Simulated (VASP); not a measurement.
Write the native input for VASP 6.6.1 that does the following.

```
Task                   : single point
Functional             : LDA
Potentials or basis    : VASP PAW LDA potentials, release 64 (Li_sv, Ca_sv, F)
Cutoff                 : 520 eV
k mesh                 : 6 × 6 × 6
Occupations            : gaussian, width 0.05 eV
Spin                   : no spin polarisation
Dipole correction      : no
Further INCAR settings : ALGO = Normal; EDIFF = 1e-06; NBANDS = 25
```

The structure of LiCaF3 lies in POSCAR:

```
LiCaF3
1.0
    3.7612440000      0.0000000000      0.0000000000
    0.0000000000      3.7612440000      0.0000000000
    0.0000000000      0.0000000000      3.7612440000
Li Ca F
1 1 3
Direct
    0.5000000000      0.5000000000      0.5000000000
    0.0000000000      0.0000000000      0.0000000000
   -0.0166168427      0.5000000000      0.5000000000
    0.4833831573      0.5000000000      0.0000000000
    0.4833831573      0.0000000000      0.5000000000
```

This cell differs from its parent crystal: all F atoms moved +0.062 Å, as atom 3 towards its neighbour atom 1 (Li) at 1.881 Å.

These files were run (other wordings do the same):

INCAR

```
SYSTEM = LiCaF3
ALGO = Normal
EDIFF = 1E-6
ENCUT = 520
ISIF = 2
ISMEAR = 0
LASPH = .True.
LCHARG = .False.
LREAL = .False.
LWAVE = .False.
NBANDS = 25
NELM = 100
PREC = Accurate
SIGMA = 0.05
```

KPOINTS

```
k-points
0
Gamma
  6 6 6
  0 0 0
```

Potentials or basis: VASP PAW LDA potentials, release 64 (Li_sv, Ca_sv, F).

The run is started by

```bash
$ cat potpaw_LDA.64/Li_sv/POTCAR potpaw_LDA.64/Ca_sv/POTCAR potpaw_LDA.64/F/POTCAR > POTCAR
$ mpirun -np 1 vasp_std > vasp.out
```

Results of the run:

The largest force is 0.280 eV/Å. The band gap on the k mesh is 6.36 eV (least direct gap 6.48 eV).

Caveat: the cell differs from its parent crystal (all F atoms moved +0.062 Å, as atom 3 towards its neighbour atom 1 (Li) at 1.881 Å).

Wall time 36 s on 1 thread of Intel(R) Xeon(R) Platinum 8259CL CPU @ 2.50GHz (Skylake/Cascade Lake), with other jobs on the host, peak memory 0.18 GiB.
